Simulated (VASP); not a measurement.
The system is MgZrH4.

```
CELL_PARAMETERS angstrom
1.99175 1.14994 4.88944
-1.99175 1.14994 4.88944
0.00000 -2.29987 4.88944
ATOMIC_POSITIONS crystal
Mg 0.62950 0.62950 0.62950
Zr 0.85677 0.85677 0.85677
H 0.34812 0.61642 0.34812
H 0.34812 0.34812 0.61642
H 0.61642 0.34812 0.34812
H 0.32433 0.32433 0.32433
```

The cell was built from a structure type or drawn by symmetry, and may not be a known phase.

| Item | Value |
| --- | --- |
| Program | VASP 6.6.1 |
| Task | relaxation of cell and atoms |
| Functional | PBE |
| Potentials or basis | VASP PAW PBE potentials, release 64 (Mg_sv, Zr_sv, H) |
| Cutoff | 750 eV |
| k mesh | 4 × 4 × 4 |
| Occupations | gaussian, width 0.15 eV |
| Spin | no spin polarisation |

At the start: pressure -1.5 GPa; volume 11.20 Å³/atom.

**Question.** How do energy, volume and symmetry change on relaxing?

**Answer.** Over 15 steps the energy falls by 733.6 meV/atom and the volume is 9.56 Å³/atom (-14.7 %); space group R3m (No. 160, to 0.1 Å) before and after.

Step by step:
```csv
step,energy change (eV),largest force (eV/Å),pressure (GPa),volume (Å³)
1,0.0000,3.0067,-1.50,67.19
2,-1.2447,2.0197,-4.79,66.17
3,-2.1818,5.9617,2.85,63.13
4,-2.4714,1.2148,-4.21,64.54
5,-2.5626,1.9110,-2.91,64.15
6,-3.5481,1.2651,-0.97,60.84
7,-3.8743,0.9898,3.16,57.55
8,-4.0126,0.8638,-1.68,59.66
9,-4.0293,0.8021,-3.67,60.69
10,-4.1393,0.7065,-3.49,60.22
11,-4.2887,0.4946,-1.72,58.73
12,-4.3560,0.2333,-0.12,57.11
13,-4.3661,0.2610,0.94,56.24
14,-4.3879,0.1400,0.74,56.67
15,-4.4013,0.0724,0.48,57.33
```

Final structure:
```xyz
6
Lattice="1.7649 1.0190 5.3130 -1.7649 1.0190 5.3130 0.0000 -2.0380 5.3130" Properties=species:S:1:pos:R:3 pbc="T T T"
Mg    0.0000    0.0000   10.8249
Zr    0.0000    0.0000   13.5770
H    -0.8785    0.5072    7.1497
H     0.0000   -1.0144    7.1497
H     0.8785    0.5072    7.1497
H     0.0000    0.0000    3.9313
```

Caveat: the k points lie up to 0.52 Å⁻¹ apart in the final cell; the relaxation stopped at a loose force limit of 0.08 eV/Å, so its end isn't a converged minimum.
